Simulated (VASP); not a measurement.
# Sn (C2/m) in VASP: notebook, part 2 of 2

VASP 6.6.1. The steps go on from the part before.

## 3. Single point, PBEsol (strain +0.0625 x Voigt [0, 0, 0, 0, 0, 1])

The input, INCAR:

```
SYSTEM = Sn
PREC = Accurate
ENCUT = 520
EDIFF = 1E-6
ISMEAR = 0
SIGMA = 0.15
LREAL = .FALSE.
LASPH = .TRUE.
NELM = 80
ALGO = Fast
ISIF = 2
LWAVE = .FALSE.
LCHARG = .FALSE.
GGA = PS
NBANDS = 13
```

The input, KPOINTS:

```
Automatic mesh
0
G
  20 20 20
  0 0 0
```

The input, POSCAR:

```
Sn
1.0
   -1.6710531562      1.7215926562      2.3383420000
    1.6710531562     -1.7215926562      2.3383420000
    1.7820248438      1.8295013438     -2.3383420000
Sn
1
Direct
    0.0000000000      0.0000000000      0.0000000000
```

Potentials or basis: VASP PAW PBE potentials, release 64 (Sn_d).

Started as:

```
> cat potpaw_PBE.64/Sn_d/POTCAR > POTCAR
> mpirun -np 1 vasp_std > vasp.out
```

OUTCAR:

```text
SYSTEM = Sn
   PREC = Accurate
   ENCUT = 520
   EDIFF = 1E-6
   ISMEAR = 0
   LREAL = .FALSE.
   LASPH = .TRUE.
   NELM = 80
   ISIF = 2
   GGA = PS

 ion  position               nearest neighbor table
   1  0.000  0.000  0.000-

  LATTYP: Found a base centered monoclinic cell.
 ALAT       =     4.7984580543
 B/A-ratio  =     0.9746222530
 C/A-ratio  =     0.7199737130
 COS(beta)  =    -0.6737432195

  Lattice vectors:

 A1 = (  -1.6710531562,   1.7215926562,  -2.3383420000)
 A2 = (  -1.6710531562,   1.7215926562,   2.3383420000)
 A3 = (   3.4530780000,   0.1079086876,   0.0000000000)

Analysis of symmetry for initial positions (statically):
=====================================================================
 Subroutine PRICEL returns:
 Original cell was already a primitive cell.

 Routine SETGRP: Setting up the symmetry group for a
 base centered monoclinic supercell.

 Subroutine GETGRP returns: Found  4 space group operations
 (whereof  4 operations were pure point group operations)
 out of a pool of  4 trial point group operations.

The static configuration has the point symmetry C_2h.

Analysis of symmetry for dynamics (positions and initial velocities):
[... 170 lines left out ...]
      3     -14.0530      2.00000
      4     -14.0315      2.00000
      5     -13.9808      2.00000
      6      -3.4203      2.00000
      7      14.3715      0.00000
      8      14.5481      0.00000
      9      14.9069      0.00000
     10      18.0174      0.00000
     11      18.4968      0.00000
     12      19.0357      0.00000
     13      19.2325      0.00000
[... 354 lines left out ...]
  band No.  band energies     occupation
      1     -14.0772      2.00000
      2     -14.0680      2.00000
      3     -14.0462      2.00000
      4     -13.9643      2.00000
      5     -13.9451      2.00000
      6      -0.6020      2.00000
      7       4.6978      2.00000
      8      12.2803      0.00000
      9      13.3826      0.00000
     10      16.5817      0.00000
     11      17.4636      0.00000
     12      18.6844      0.00000
     13      19.8405      0.00000

 [... further k-points ...]

------------------------ aborting loop because EDIFF is reached ----------------------------------------

  FORCE on cell =-STRESS in cart. coord.  units (eV):
  Direction    XX          YY          ZZ          XY          YZ          ZX
  --------------------------------------------------------------------------------------
  -------------------------------------------------------------------------------------
  Total       -0.6126668     -0.6866426     -0.6190305     -0.0282822      0.0000000     -0.0000000
  in kB      -34.2675186    -38.4051164    -34.6234547     -1.5818745      0.0000000     -0.0000000
  external PRESSURE =     -35.7653632 kB  Pullay stress =       0.0000000 kB

 VOLUME and BASIS-vectors are now :
 -----------------------------------------------------------------------------
  energy-cutoff  :      520.00
  volume of cell :       28.65
      direct lattice vectors                 reciprocal lattice vectors
    -1.671053156  1.721592656  2.338342000    -0.008808707  0.281878632  0.213826720
     1.671053156 -1.721592656  2.338342000     0.289879788 -0.009058743  0.213826720
     1.782024844  1.829501344 -2.338342000     0.281071080  0.272819888  0.000000000

 POSITION                                       TOTAL-FORCE (eV/Angst)
 -----------------------------------------------------------------------------------
      0.00000      0.00000      0.00000         0.000000      0.000000     -0.000000
 -----------------------------------------------------------------------------------
    total drift:                                0.000000     -0.000000      0.000000

  FREE ENERGIE OF THE ION-ELECTRON SYSTEM (eV)
  ---------------------------------------------------
  free  energy   TOTEN  =        -4.2101196009 eV

  energy  without entropy=       -4.2040123566  energy(sigma->0) =       -4.20706598
```

OSZICAR:

```text
N       E                     dE             d eps       ncg     rms          rms(c)
DAV:   1     0.805225931086E+02    0.80523E+02   -0.71953E+03 56411   0.157E+03
DAV:   2     0.152516300866E+01   -0.78997E+02   -0.76553E+02 58002   0.338E+02
DAV:   3    -0.410556487295E+01   -0.56307E+01   -0.56092E+01 65217   0.735E+01
DAV:   4    -0.422423688018E+01   -0.11867E+00   -0.11865E+00 66727   0.114E+01
DAV:   5    -0.422838085435E+01   -0.41440E-02   -0.41439E-02 73162   0.208E+00    0.121E+00
RMM:   6    -0.421428351457E+01    0.14097E-01   -0.13737E-02 69420   0.154E+00    0.678E-01
RMM:   7    -0.421026906913E+01    0.40144E-02   -0.95058E-03 69381   0.114E+00    0.108E-01
RMM:   8    -0.421008050560E+01    0.18856E-03   -0.85298E-04 76329   0.436E-01    0.266E-02
RMM:   9    -0.421011668382E+01   -0.36178E-04   -0.36741E-04 85168   0.177E-01    0.236E-02
RMM:  10    -0.421011735721E+01   -0.67339E-06   -0.58902E-05 73616   0.114E-01    0.484E-03
RMM:  11    -0.421011911736E+01   -0.17602E-05   -0.31536E-05 88724   0.555E-02    0.728E-03
RMM:  12    -0.421011960092E+01   -0.48356E-06   -0.34775E-06 57673   0.187E-02
   1 F= -.42101196E+01 E0= -.42070660E+01  d E =-.610724E-02
```

stdout:

```text
POSCAR found type information on POSCAR Sn
 POSCAR found :  1 types and       1 ions
 scaLAPACK will be used
 -----------------------------------------------------------------------------
|                                                                             |
|                                                                             |
|     You enforced a specific xc type in the INCAR file but a different       |
[... 18 lines left out ...]
WARNING in EDDRMM: call to ZHEGV failed, returncode =   8  4     10
WARNING in EDDRMM: call to ZHEGV failed, returncode =   6  3     10
WARNING in EDDRMM: call to ZHEGV failed, returncode =   8  4     11
WARNING in EDDRMM: call to ZHEGV failed, returncode =   8  4     13
WARNING in EDDRMM: call to ZHEGV failed, returncode =   8  4     12
WARNING in EDDRMM: call to ZHEGV failed, returncode =   6  3     11
WARNING in EDDRMM: call to ZHEGV failed, returncode =   8  4     11
```

Wall time 10 min (1 thread of Oxide Virtual Turin-like, shared host); peak memory 0.74 GiB.

Results:

* Free energy: -4.2101 eV
* Pressure: -3.6 GPa
* Band gap on the k mesh: zero (bands 7 and 8 overlap by 9.11 eV)

Levels at points of the mesh, in eV from the Fermi level:
| k point | band 3 | band 4 | band 5 | band 6 | band 7 | band 8 | band 9 | band 10 | band 11 | band 12 |
| --- | --- | --- | --- | --- | --- | --- | --- | --- | --- | --- |
| (0.00, 0.00, 0.00) | -21.43 | -21.41 | -21.36 | -10.80 | 7.00 | 7.17 | 7.53 | 10.64 | 11.12 | 11.66 |
| (0.50, 0.00, 0.00) | -21.42 | -21.33 | -21.31 | -6.86 | -4.41 | 4.96 | 6.23 | 9.16 | 10.15 | 10.77 |
| (0.00, 0.50, 0.00) | -21.42 | -21.32 | -21.31 | -6.61 | -4.35 | 4.52 | 5.95 | 8.65 | 10.09 | 10.25 |
| (0.50, 0.50, 0.00) | -21.33 | -21.32 | -21.27 | -4.80 | -3.34 | 1.57 | 2.17 | 5.08 | 5.63 | 18.18 |
| (0.00, 0.00, 0.50) | -21.32 | -21.31 | -21.30 | -5.68 | -3.81 | 2.54 | 2.70 | 5.95 | 6.22 | 20.11 |
| (0.50, 0.50, 0.50) | -21.32 | -21.31 | -21.27 | -4.47 | -3.10 | 1.15 | 1.93 | 4.62 | 5.48 | 18.62 |

Caveat: the cell differs from its parent crystal (strain +0.0625 x Voigt [0, 0, 0, 0, 0, 1]); the cell stands under tension; the PAW data sets were made with another functional, which shifts forces and pressure a little; spin-orbit coupling is left out, which moves the levels of the heavy elements.

## 4. Single point, PBEsol (strain -0.1000 x Voigt [0, 0, 0, 0, 0, 1])

The input, INCAR:

```
PREC = Accurate
ENCUT = 520
EDIFF = 1E-6
ISMEAR = 0
SIGMA = 0.15
LREAL = F
LASPH = T
NELM = 100
ALGO = Fast
ISIF = 2
LWAVE = F
LCHARG = T
GGA = PS
LELF = T
LVHAR = T
NBANDS = 13
```

The input, KPOINTS:

```
Automatic mesh
0
Gamma
  20 20 20
```

The input, POSCAR:

```
Sn
1.0
   -1.8153163500      1.8618739500      2.3383420000
    1.8153163500     -1.8618739500      2.3383420000
    1.6377616500      1.6892200500     -2.3383420000
Sn
1
Direct
    0.0000000000      0.0000000000      0.0000000000
```

Started as:

```
> cat potpaw_PBE.64/Sn_d/POTCAR > POTCAR
> mpirun -np 1 vasp_std > vasp.out
```

Wall time 24 min (1 thread of Oxide Virtual Turin-like, shared host); peak memory 0.73 GiB.

Results (log left out):

* Free energy: -4.2097 eV
* Pressure: -3.5 GPa
* Band gap on the k mesh: zero (bands 7 and 8 overlap by 9.14 eV)

Stress tensor (GPa, compression positive):
```
-3.42  0.29  0.00
 0.29 -3.82  0.00
 0.00  0.00 -3.32
```

Levels at points of the mesh, in eV from the Fermi level:
| k point | band 5 | band 6 | band 7 | band 8 | band 9 | band 10 |
| --- | --- | --- | --- | --- | --- | --- |
| (0.00, 0.00, 0.00) | -21.34 | -10.80 | 7.00 | 7.23 | 7.52 | 10.70 |
| (0.50, 0.00, 0.00) | -21.29 | -6.84 | -4.41 | 4.70 | 6.49 | 8.79 |
| (0.00, 0.50, 0.00) | -21.29 | -6.59 | -4.34 | 4.26 | 6.25 | 8.28 |
| (0.50, 0.50, 0.00) | -21.30 | -5.92 | -3.93 | 2.86 | 2.89 | 6.26 |
| (0.00, 0.00, 0.50) | -21.25 | -4.51 | -3.16 | 1.30 | 2.04 | 4.85 |
| (0.50, 0.50, 0.50) | -21.25 | -4.45 | -3.10 | 1.12 | 2.07 | 4.66 |

Caveat: the cell differs from its parent crystal (strain -0.1000 x Voigt [0, 0, 0, 0, 0, 1]); the cell stands under tension; the PAW data sets were made with another functional, which shifts forces and pressure a little; spin-orbit coupling is left out, which moves the levels of the heavy elements.

## 5. Single point, PBEsol (strain +0.0750 x Voigt [0, 0, 0, 0, 0, 1])

The input, INCAR:

```
ALGO = Fast
EDIFF = 1E-6
ENCUT = 520
GGA = PS
ISIF = 2
ISMEAR = 0
LASPH = True
LCHARG = True
LELF = True
LREAL = False
LVHAR = True
LWAVE = False
NBANDS = 13
NELM = 60
PREC = Accurate
SIGMA = 0.15
```

The input, KPOINTS:

```
k-points
0
Gamma
  20 20 20
```

The input, POSCAR:

```
Sn
1.0
   -1.6599559875      1.7108017875      2.3383420000
    1.6599559875     -1.7108017875      2.3383420000
    1.7931220125      1.8402922125     -2.3383420000
Sn
1
Direct
    0.0000000000      0.0000000000      0.0000000000
```

Started as:

```
> cat potpaw_PBE.64/Sn_d/POTCAR > POTCAR
> mpirun -np 1 vasp_std > vasp.out
```

It took 25 min on 1 thread of Oxide Virtual Turin-like, shared host; peak memory 0.73 GiB.

Results (log left out):

```yaml
Free_energy: -4.2100 eV
Pressure: -3.6 GPa
Band_gap_on_the_k_mesh: zero (bands 7 and 8 overlap by 9.12 eV)
```

Stress tensor (GPa, compression positive):
```
-3.44 -0.19  0.00
-0.19 -3.83  0.00
 0.00  0.00 -3.42
```

Levels at points of the mesh, in eV from the Fermi level:
| k point | band 3 | band 4 | band 5 | band 6 | band 7 | band 8 | band 9 | band 10 | band 11 | band 12 |
| --- | --- | --- | --- | --- | --- | --- | --- | --- | --- | --- |
| (0.00, 0.00, 0.00) | -21.43 | -21.41 | -21.35 | -10.80 | 7.00 | 7.19 | 7.53 | 10.66 | 11.12 | 11.68 |
| (0.50, 0.00, 0.00) | -21.42 | -21.33 | -21.30 | -6.85 | -4.41 | 4.88 | 6.32 | 9.04 | 10.19 | 10.91 |
| (0.00, 0.50, 0.00) | -21.41 | -21.32 | -21.30 | -6.61 | -4.35 | 4.44 | 6.05 | 8.53 | 10.12 | 10.41 |
| (0.50, 0.50, 0.00) | -21.33 | -21.31 | -21.27 | -4.70 | -3.28 | 1.48 | 2.12 | 5.00 | 5.58 | 18.01 |
| (0.00, 0.00, 0.50) | -21.31 | -21.30 | -21.30 | -5.76 | -3.85 | 2.65 | 2.76 | 6.05 | 6.29 | 20.32 |
| (0.50, 0.50, 0.50) | -21.32 | -21.31 | -21.27 | -4.46 | -3.10 | 1.14 | 1.97 | 4.63 | 5.50 | 18.44 |

Caveat: the cell differs from its parent crystal (strain +0.0750 x Voigt [0, 0, 0, 0, 0, 1]); the cell stands under tension; the PAW data sets were made with another functional, which shifts forces and pressure a little; spin-orbit coupling is left out, which moves the levels of the heavy elements.

## 6. The runs side by side

```tsv
cell	gap on the mesh (eV)	pressure (GPa)
a = 3.328, b = 3.328, c = 3.486 Å, angles 119.1, 117.2, 90.7°, 1 atom	none	-3.5
a = 3.350, b = 3.350, c = 3.463 Å, angles 119.1, 117.2, 91.5°, 1 atom	none	-3.6
a = 3.497, b = 3.497, c = 3.317 Å, angles 119.1, 117.2, 96.1°, 1 atom	none	-3.5
a = 3.339, b = 3.339, c = 3.474 Å, angles 119.1, 117.2, 91.1°, 1 atom	none	-3.6
```

Alike in all rows: task single point; level PBEsol; potentials or basis VASP PAW PBE potentials, release 64 (Sn_d); no spin polarisation; k mesh 20 × 20 × 20; cutoff (eV) 520; smearing gaussian 0.15 eV.

Caveats: the cell stands under tension; the PAW data sets were made with another functional, which shifts forces and pressure a little; spin-orbit coupling is left out, which moves the levels of the heavy elements.

Total energies depend on the potentials used, so only differences within one code and one set of settings carry meaning.
